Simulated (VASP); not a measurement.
# SiC (Moissanite 3C) (F-43m) in VASP: further runs

Aim: see how the results for SiC (Moissanite 3C) move with the level of theory and the settings. Levels: BLYP+D4, PBE exchange alone. Tasks: single point.

Everything below comes from runs of VASP 6.6.1. Logs are shortened: lines on timing, memory, paths and dates and some standing lists are left out, and cuts for length are marked.

**Measured values to compare with.**

“Insight into the structural, elastic and electronic properties of a new orthorhombic 6O-SiC polytype”, 2020, pmc:7200658 quotes, for a bulk crystal of SiC: band gap 2.4 eV (indirect).

The results are compared with them further down.

## (1) The cell of the first run

It takes space group F-43m (No. 216, cubic). Conventional cell: a = 4.299 Å, b = 4.299 Å, c = 4.299 Å, α = 90.00°, β = 90.00°, γ = 90.00°. Si (site symmetry -43m) has 4 C at 1.86 Å within 2.5 Å. Within 2.5 Å of C (site symmetry -43m) lie 4 Si at 1.86 Å.

## (2) Single point, BLYP+D4

INCAR

```
SYSTEM = SiC
AGGAC    = 1.0          
AGGAX    = 1.0          
ALDAC    = 0.0          
ALDAX    = 1.0          
ALGO     = Normal         ! electronic algorithm
EDIFF    = 1E-6           ! SCF threshold, eV
ENCUT    = 600            ! plane-wave cutoff, eV
GGA      = B5             ! functional
GGA_COMPAT= .FALSE.      
ISIF     = 2              ! what is computed and relaxed
ISMEAR   = -1             ! smearing method
IVDW     = 13             ! dispersion correction
LASPH    = .TRUE.         ! aspherical terms in the spheres
LCHARG   = .FALSE.        ! write CHGCAR
LREAL    = .FALSE.        ! projectors in reciprocal space
LWAVE    = .FALSE.        ! write WAVECAR
NBANDS   = 11             ! bands
NELM     = 120            ! most SCF steps
PREC     = Accurate       ! precision mode
SIGMA    = 0.05           ! smearing width, eV
VDW_A1   = 0.44488865   
VDW_A2   = 4.0933009    
VDW_S6   = 1.0          
VDW_S8   = 2.34076671
```

KPOINTS

```
k-points
0
G
  10 10 10
  0 0 0
```

POSCAR

```
SiC
1.0
    0.0000000000      2.1495504440      2.1495504440
    2.1495504440      0.0000000000      2.1495504440
    2.1495504440      2.1495504440      0.0000000000
Si C
1 1
Direct
    0.0000000000      0.0000000000      0.0000000000
    0.7500000000      0.7500000000      0.7500000000
```

Potentials or basis: VASP PAW PBE potentials, release 64 (Si, C).

Launch:

```sh
cat potpaw_PBE.64/Si/POTCAR potpaw_PBE.64/C/POTCAR > POTCAR
mpirun -np 1 vasp_std > vasp.out
```

OUTCAR:

```text
SYSTEM = SiC
   EDIFF = 1E-6
   ENCUT = 600
   GGA = B5
   ISIF = 2
   ISMEAR = -1
   IVDW = 13
   LASPH = .TRUE.
   LREAL = .FALSE.
   NELM = 120
   PREC = Accurate

 ion  position               nearest neighbor table
   1  0.000  0.000  0.000-   2 1.86   2 1.86   2 1.86   2 1.86
   2  0.750  0.750  0.750-   1 1.86   1 1.86   1 1.86   1 1.86

  LATTYP: Found a face centered cubic cell.
 ALAT       =     4.2991008880

  Lattice vectors:

 A1 = (   0.0000000000,   2.1495504440,   2.1495504440)
 A2 = (   2.1495504440,   0.0000000000,   2.1495504440)
 A3 = (   2.1495504440,   2.1495504440,   0.0000000000)

Analysis of symmetry for initial positions (statically):
=====================================================================
 Subroutine PRICEL returns:
 Original cell was already a primitive cell.

 Routine SETGRP: Setting up the symmetry group for a
 face centered cubic supercell.

 Subroutine GETGRP returns: Found 24 space group operations
 (whereof 24 operations were pure point group operations)
 out of a pool of 48 trial point group operations.

The static configuration has the point symmetry T_d .

Analysis of symmetry for dynamics (positions and initial velocities):
=====================================================================
 Subroutine PRICEL returns:
 Original cell was already a primitive cell.

 Routine SETGRP: Setting up the symmetry group for a
 face centered cubic supercell.

 Subroutine GETGRP returns: Found 24 space group operations
 (whereof 24 operations were pure point group operations)
 out of a pool of 48 trial point group operations.

The dynamic configuration has the point symmetry T_d .

 Subroutine INISYM returns: Found 24 space group operations
 (whereof 24 operations are pure point group operations),
 and found     1 'primitive' translations

----------------------------------------------------------------------------------------

                                     Primitive cell

  volume of cell :      19.8643

  direct lattice vectors                    reciprocal lattice vectors
     0.000000000  2.149550444  2.149550444    -0.232606777  0.232606777  0.232606777
     2.149550444  0.000000000  2.149550444     0.232606777 -0.232606777  0.232606777
     2.149550444  2.149550444  0.000000000     0.232606777  0.232606777 -0.232606777

  length of vectors
     3.039923391  3.039923391  3.039923391     0.402886755  0.402886755  0.402886755

  position of ions in fractional coordinates (direct lattice)
     0.000000000  0.000000000  0.000000000
     0.750000000  0.750000000  0.750000000

  ion indices of the primitive-cell ions
   primitive index   ion index
                 1           1
                 2           2

----------------------------------------------------------------------------------------

 KPOINTS: k-points

Automatic generation of k-mesh.
 Grid dimensions read from file:
 generate k-points for:   10   10   10

 Generating k-lattice:

  Cartesian coordinates                     Fractional coordinates (reciprocal lattice)
    -0.023260678  0.023260678  0.023260678     0.100000000  0.000000000  0.000000000
     0.023260678 -0.023260678  0.023260678     0.000000000  0.100000000  0.000000000
     0.023260678  0.023260678 -0.023260678     0.000000000  0.000000000  0.100000000

  Length of vectors
     0.040288676  0.040288676  0.040288676

  Shift w.r.t. Gamma in fractional coordinates (k-lattice)
     0.000000000  0.000000000  0.000000000

 Subroutine IBZKPT returns following result:
 ===========================================

 Found     47 irreducible k-points:

 Following reciprocal coordinates:
            Coordinates               Weight
  0.000000  0.000000  0.000000      1.000000
  0.100000  0.000000  0.000000      8.000000
  0.200000  0.000000  0.000000      8.000000
  0.300000  0.000000  0.000000      8.000000
  0.400000  0.000000  0.000000      8.000000
  0.500000  0.000000  0.000000      4.000000
[... 16 lines left out ...]
  0.300000  0.300000  0.000000      6.000000
  0.400000  0.300000  0.000000     24.000000
 [... further k-points ...]
   k-points           NKPTS =     47   k-points in BZ     NKDIM =     47   number of bands    NBANDS=     11
   number of dos      NEDOS =    301   number of ions     NIONS =      2
   total plane-waves  NPLWV =  13824
   dimension x,y,z NGX =    24 NGY =   24 NGZ =   24
   dimension x,y,z NGXF=    48 NGYF=   48 NGZF=   48
   ions per type =               1   1
   NGX,Y,Z   is equivalent  to a cutoff of  13.13, 13.13, 13.13 a.u.
   NGXF,Y,Z  is equivalent  to a cutoff of  26.25, 26.25, 26.25 a.u.
 SYSTEM =  SiC
   PREC   = accura    normal or accurate (medium, high low for compatibility)
   ISTART =      0    job   : 0-new  1-cont  2-samecut
   ICHARG =      2    charge: 1-file 2-atom 10-const
   ISPIN  =      1    spin polarized calculation?
   LNONCOLLINEAR =      F non collinear calculations
   LSORBIT =      F    spin-orbit coupling
[... 35 lines left out ...]
  energy-cutoff  :      600.00
  volume of cell :       19.86
 maximum number of plane-waves:       678
   NGX = 13   NGY = 13   NGZ = 13

 number of electron       7.9999999 magnetization

 Free energy of the ion-electron system (eV)
  ---------------------------------------------------
  ext. energy  EPLUGINS =         0.00000000
  ---------------------------------------------------
  free energy    TOTEN  =       -13.57833228 eV

  energy without entropy =      -13.57833228  energy(sigma->0) =      -13.57833228

 E-fermi :   9.8365     XC(G=0): -10.8253

 val. band max:        8.9854226807   @ k =   0.0000   0.0000   0.0000
 cond. band min:      10.6585357242   @ k =   0.5000   0.5000   0.0000
 fundamental gap:      1.6731130435
 Fermi energy:         9.8364673174

 k-point     1 :       0.0000    0.0000    0.0000
  band No.  band energies     occupation
      1      -6.6031      2.00000
      2       8.9854      2.00000
      3       8.9854      2.00000
      4       8.9854      2.00000
      5      15.9074      0.00000
      6      16.6690      0.00000
      7      16.6690      0.00000
      8      16.6690      0.00000
      9      23.9506      0.00000
     10      23.9506      0.00000
     11      26.3842      0.00000

 k-point     2 :       0.1000    0.0000    0.0000
  band No.  band energies     occupation
      1      -6.4031      2.00000
      2       7.9992      2.00000
      3       8.8523      2.00000
      4       8.8523      2.00000
      5      16.0726      0.00000
      6      16.9153      0.00000
      7      16.9153      0.00000
      8      17.0198      0.00000
      9      23.0115      0.00000
     10      23.0115      0.00000
     11      26.0130      0.00000

 k-point     3 :       0.2000    0.0000    0.0000
  band No.  band energies     occupation
      1      -5.8117      2.00000
      2       5.8819      2.00000
      3       8.5455      2.00000
      4       8.5455      2.00000
      5      15.7097      0.00000
      6      17.2774      0.00000
      7      17.2774      0.00000
      8      18.2823      0.00000
      9      22.3457      0.00000
     10      22.3457      0.00000
     11      25.1293      0.00000

 k-point     4 :       0.3000    0.0000    0.0000
  band No.  band energies     occupation
      1      -4.8654      2.00000
      2       3.5428      2.00000
      3       8.2277      2.00000
      4       8.2277      2.00000
      5      15.2940      0.00000
      6      17.1299      0.00000
      7      17.1299      0.00000
      8      19.2614      0.00000
      9      23.1969      0.00000
     10      23.1969      0.00000
     11      24.8808      0.00000
[... 239 lines left out ...]
 k-point    22 :      -0.2000    0.2000    0.0000
  band No.  band energies     occupation
      1      -4.5481      2.00000
      2       4.2007      2.00000
      3       5.7673      2.00000
      4       8.3381      2.00000
      5      15.9385      0.00000
      6      17.5140      0.00000
      7      17.7545      0.00000
      8      18.6093      0.00000
      9      20.9514      0.00000
     10      25.0238      0.00000
     11      28.9160      0.00000

 k-point    23 :       0.3000    0.3000    0.0000
  band No.  band energies     occupation
      1      -4.2761      2.00000
      2       4.6580      2.00000
      3       6.6093      2.00000
      4       6.6093      2.00000
      5      12.5087      0.00000
      6      14.9946      0.00000
      7      20.9824      0.00000
      8      20.9824      0.00000
      9      22.0064      0.00000
     10      26.6163      0.00000
     11      31.4040      0.00000

 k-point    24 :       0.4000    0.3000    0.0000
  band No.  band energies     occupation
      1      -3.3859      2.00000
      2       3.4135      2.00000
      3       5.8250      2.00000
      4       6.3432      2.00000
      5      12.1917      0.00000
      6      14.9976      0.00000
      7      21.1284      0.00000
      8      21.3891      0.00000
      9      23.3296      0.00000
     10      27.6523      0.00000
     11      31.0825      0.00000

 [... further k-points ...]

------------------------ aborting loop because EDIFF is reached ----------------------------------------

  DFT-D4 for vdW energy calculation

  Edisp (eV):   -1.32890

  FORCE on cell =-STRESS in cart. coord.  units (eV):
  Direction    XX          YY          ZZ          XY          YZ          ZX
  --------------------------------------------------------------------------------------
  -------------------------------------------------------------------------------------
  Total       1.10034     1.10034     1.10034     0.00000     0.00000     0.00000
  in kB      88.74919    88.74919    88.74919     0.00000     0.00000     0.00000
  external pressure =       88.75 kB  Pullay stress =        0.00 kB

 VOLUME and BASIS-vectors are now :
 -----------------------------------------------------------------------------
  energy-cutoff  :      600.00
  volume of cell :       19.86
      direct lattice vectors                 reciprocal lattice vectors
     0.000000000  2.149550444  2.149550444    -0.232606777  0.232606777  0.232606777
     2.149550444  0.000000000  2.149550444     0.232606777 -0.232606777  0.232606777
     2.149550444  2.149550444  0.000000000     0.232606777  0.232606777 -0.232606777

 POSITION                                       TOTAL-FORCE (eV/Angst)
 -----------------------------------------------------------------------------------
      0.00000      0.00000      0.00000        -0.000000      0.000000     -0.000000
      3.22433      3.22433      3.22433         0.000000     -0.000000      0.000000
 -----------------------------------------------------------------------------------
    total drift:                               -0.000000     -0.000000     -0.000000

  FREE ENERGIE OF THE ION-ELECTRON SYSTEM (eV)
  ---------------------------------------------------
  free  energy   TOTEN  =       -14.9072348536 eV

  energy  without entropy=      -14.9072348528  energy(sigma->0) =      -14.90723485
```

Run time: 34 s. Hardware: 1 thread of Intel Xeon 8259CL, shared host; peak memory 0.14 GiB.

What came out:

| Property | Result |
| --- | --- |
| Free energy | -14.9072 eV |
| Pressure | 8.9 GPa |
| Band gap on the k mesh | 1.67 eV, indirect (least direct gap 4.88 eV) |
| Dispersion energy per atom | -0.664 eV |

Caveat: the PAW data sets were made with another functional, which shifts forces and pressure a little. A k mesh can miss the band edges.

## (3) Single point, BLYP+D4

This run uses another cell than the first one, of 10.14 Å³/atom, 1.021 times its volume.

INCAR

```
PREC = Accurate ; ENCUT = 600
EDIFF = 1E-6 ; ISMEAR = -1
SIGMA = 0.05 ; LREAL = False
LASPH = True ; NELM = 120
ALGO = Normal ; ISIF = 2
LWAVE = False ; LCHARG = True
GGA = B5 ; ALDAX = 1.0
AGGAX = 1.0 ; AGGAC = 1.0
ALDAC = 0.0 ; IVDW = 13
VDW_S6 = 1.0 ; VDW_S8 = 2.34076671
VDW_A1 = 0.44488865 ; VDW_A2 = 4.0933009
LELF = True ; LVHAR = True
NBANDS = 11 ; GGA_COMPAT = False
```

KPOINTS

```
Automatic mesh
0
Gamma
  10 10 10
```

POSCAR

```
SiC
1.0
    0.0000000000      2.1643753983      2.1643753983
    2.1643753983      0.0000000000      2.1643753983
    2.1643753983      2.1643753983      0.0000000000
Si C
1 1
Direct
    0.0000000000      0.0000000000      0.0000000000
    0.7500000000      0.7500000000      0.7500000000
```

Potentials or basis: VASP PAW PBE potentials, release 64 (Si, C).

Launch:

```sh
cat potpaw_PBE.64/Si/POTCAR potpaw_PBE.64/C/POTCAR > POTCAR
mpirun -np 1 vasp_std > vasp.out
```

Run time: 39 s. Hardware: 1 thread of Intel Xeon 8259CL, shared host; peak memory 0.14 GiB.

It converged, with:

```
Free energy                : -14.9242 eV
Pressure                   : 4.0 GPa
Band gap on the k mesh     : 1.69 eV, indirect (least direct gap 4.86 eV)
Dispersion energy per atom : -0.652 eV
```

Levels at points of the mesh, in eV from the valence-band top:
```tsv
k point	band 2	band 3	band 4	band 5	band 6	band 7
(0.00, 0.00, 0.00)	0.00	0.00	0.00	6.67	7.53	7.53
(0.50, 0.00, 0.00)	-8.49	-1.05	-1.05	5.75	7.49	7.49
(0.50, 0.50, 0.00)	-7.78	-3.17	-3.17	1.69	4.62	14.33
```

Caveat: the PAW data sets were made with another functional, which shifts forces and pressure a little.

## (4) Single point, BLYP+D4

This run uses another cell than the first one, of 10.35 Å³/atom, 1.042 times its volume.

INCAR

```
AGGAC = 1.0
AGGAX = 1.0
ALDAC = 0.0
ALDAX = 1.0
ALGO = Normal
EDIFF = 1E-6
ENCUT = 600
GGA = B5
GGA_COMPAT = False
ISIF = 2
ISMEAR = -1
IVDW = 13
LASPH = True
LCHARG = False
LREAL = False
LWAVE = False
NBANDS = 11
NELM = 120
PREC = Accurate
SIGMA = 0.05
VDW_A1 = 0.44488865
VDW_A2 = 4.0933009
VDW_S6 = 1.0
VDW_S8 = 2.34076671
```

KPOINTS

```
k-points
0
Gamma
  10 10 10
```

POSCAR

```
SiC
1.0
    0.0000000000      2.1790000000      2.1790000000
    2.1790000000      0.0000000000      2.1790000000
    2.1790000000      2.1790000000      0.0000000000
Si C
1 1
Direct
    0.0000000000      0.0000000000      0.0000000000
    0.7500000000      0.7500000000      0.7500000000
```

Launch:

```sh
cat potpaw_PBE.64/Si/POTCAR potpaw_PBE.64/C/POTCAR > POTCAR
mpirun -np 1 vasp_std > vasp.out
```

Wall time 47 s (1 thread of Intel Xeon 8259CL, shared host); peak memory 0.15 GiB.

The run converged. Its results:

```
Free energy                : -14.9289 eV
Pressure                   : -0.4 GPa
Band gap on the k mesh     : 1.70 eV, indirect (least direct gap 4.84 eV)
Dispersion energy per atom : -0.641 eV
```

Levels at points of the mesh, in eV from the valence-band top:
| k point | band 1 | band 2 | band 3 | band 4 | band 5 | band 6 | band 7 | band 8 | band 9 |
| --- | --- | --- | --- | --- | --- | --- | --- | --- | --- |
| (0.00, 0.00, 0.00) | -15.27 | 0.00 | 0.00 | 0.00 | 6.42 | 7.39 | 7.39 | 7.39 | 14.72 |
| (0.50, 0.00, 0.00) | -11.76 | -8.38 | -1.05 | -1.05 | 5.56 | 7.41 | 7.41 | 10.35 | 16.44 |
| (0.50, 0.50, 0.00) | -10.31 | -7.72 | -3.13 | -3.13 | 1.70 | 4.54 | 14.09 | 14.09 | 14.83 |

Caveat: the PAW data sets were made with another functional, which shifts forces and pressure a little.

## (5) Single point, BLYP+D4

This run uses another cell than the first one, of 10.55 Å³/atom, 1.062 times its volume.

INCAR

```
SYSTEM = SiC
  PREC = Accurate
  ENCUT = 600
  EDIFF = 1E-6
  ISMEAR = -1
  SIGMA = 0.05
  LREAL = .False.
  LASPH = .True.
  NELM = 120
  ALGO = Normal
  ISIF = 2
  LWAVE = .False.
  LCHARG = .False.
  GGA = B5
  ALDAX = 1.0
  AGGAX = 1.0
  AGGAC = 1.0
  ALDAC = 0.0
  IVDW = 13
  VDW_S6 = 1.0
  VDW_S8 = 2.34076671
  VDW_A1 = 0.44488865
  VDW_A2 = 4.0933009
  NBANDS = 11
  GGA_COMPAT = .False.
```

KPOINTS

```
Automatic mesh
0
Gamma
  10 10 10
  0 0 0
```

POSCAR

```
SiC
1.0
    0.0000000000      2.1934308841      2.1934308841
    2.1934308841      0.0000000000      2.1934308841
    2.1934308841      2.1934308841      0.0000000000
Si C
1 1
Direct
    0.0000000000      0.0000000000      0.0000000000
    0.7500000000      0.7500000000      0.7500000000
```

Launch:

```sh
cat potpaw_PBE.64/Si/POTCAR potpaw_PBE.64/C/POTCAR > POTCAR
mpirun -np 1 vasp_std > vasp.out
```

Run time: 53 s. Hardware: 1 thread of Intel Xeon 8259CL, shared host; peak memory 0.16 GiB.

It converged, with:

```yaml
Free_energy: -14.9230 eV
Pressure: -4.4 GPa
Band_gap_on_the_k_mesh: 1.72 eV, indirect (least direct gap 4.81 eV)
Dispersion_energy_per_atom: -0.630 eV
```

Levels at points of the mesh, in eV from the valence-band top:
```tsv
k point	band 2	band 3	band 4	band 5	band 6	band 7
(0.00, 0.00, 0.00)	0.00	0.00	0.00	6.18	7.25	7.25
(0.50, 0.00, 0.00)	-8.27	-1.04	-1.04	5.38	7.32	7.32
(0.50, 0.50, 0.00)	-7.66	-3.09	-3.09	1.72	4.47	13.85
```

Caveat: the PAW data sets were made with another functional, which shifts forces and pressure a little. A k mesh can miss the band edges.

## (6) Single point, PBE exchange alone

This run uses another cell than the first one, of 10.35 Å³/atom, 1.042 times its volume.

INCAR

```
  PREC = Accurate
  ENCUT = 600
  EDIFF = 1E-6
  ISMEAR = -1
  SIGMA = 0.05
  LREAL = F
  LASPH = T
  NELM = 120
  ALGO = Normal
  ISIF = 2
  LWAVE = F
  LCHARG = F
  GGA = PE
  ALDAC = 0.0
  AGGAC = 0.0
  NBANDS = 11
  GGA_COMPAT = F
```

KPOINTS

```
Automatic mesh
0
Gamma
  10 10 10
```

POSCAR

```
SiC
1.0
    0.0000000000      2.1790000000      2.1790000000
    2.1790000000      0.0000000000      2.1790000000
    2.1790000000      2.1790000000      0.0000000000
Si C
1 1
Direct
    0.0000000000      0.0000000000      0.0000000000
    0.7500000000      0.7500000000      0.7500000000
```

Potentials or basis: VASP PAW PBE potentials, release 64 (Si, C).

Launch:

```sh
cat potpaw_PBE.64/Si/POTCAR potpaw_PBE.64/C/POTCAR > POTCAR
mpirun -np 1 vasp_std > vasp.out
```

Wall time 36 s (1 thread of Intel Xeon 8259CL, shared host); peak memory 0.15 GiB.

Results (log left out):

| Property | Result |
| --- | --- |
| Free energy | -11.6224 eV |
| Pressure | 20.0 GPa |
| Band gap on the k mesh | 1.70 eV, indirect (least direct gap 4.84 eV) |

Levels at points of the mesh, in eV from the valence-band top:
```csv
k point,band 1,band 2,band 3,band 4,band 5,band 6,band 7,band 8,band 9
"(0.00, 0.00, 0.00)",-15.28,0.00,0.00,0.00,6.47,7.41,7.41,7.41,14.66
"(0.50, 0.00, 0.00)",-11.78,-8.38,-1.05,-1.05,5.60,7.40,7.40,10.39,16.55
"(0.50, 0.50, 0.00)",-10.33,-7.71,-3.13,-3.13,1.70,4.57,14.14,14.14,14.93
```

## (7) Summary

| level | cell | gap on the mesh (eV) | pressure (GPa) |
| --- | --- | --- | --- |
| BLYP+D4 | a = 3.040 Å, angles 60.0°, 2 atoms | 1.67 | 8.9 |
| BLYP+D4 | a = 3.061 Å, angles 60.0°, 2 atoms | 1.69 | 4.0 |
| BLYP+D4 | a = 3.082 Å, angles 60.0°, 2 atoms | 1.70 | -0.4 |
| BLYP+D4 | a = 3.102 Å, angles 60.0°, 2 atoms | 1.72 | -4.4 |
| PBE exchange alone | a = 3.082 Å, angles 60.0°, 2 atoms | 1.70 | 20.0 |

Alike in all rows: task single point; potentials or basis VASP PAW PBE potentials, release 64 (Si, C); no spin polarisation; k mesh 10 × 10 × 10; cutoff (eV) 600; smearing fermi-dirac 0.05 eV.

Caveats: the PAW data sets were made with another functional, which shifts forces and pressure a little (some runs).

Total energies depend on the potentials used, so only differences within one code and one set of settings carry meaning.

## (8) Comparison with measurements

Step 4. A measured gap of SiC is 2.4 eV (indirect; quoted in “Insight into the structural, elastic and electronic properties of a new orthorhombic 6O-SiC polytype”, 2020, pmc:7200658); the calculated 1.70 eV misses it by -0.70 eV. The value is that of BLYP+D4 on a finite k mesh, which can miss the band edges, without temperature or zero-point motion. Semilocal functionals fall short of measured gaps as a rule.
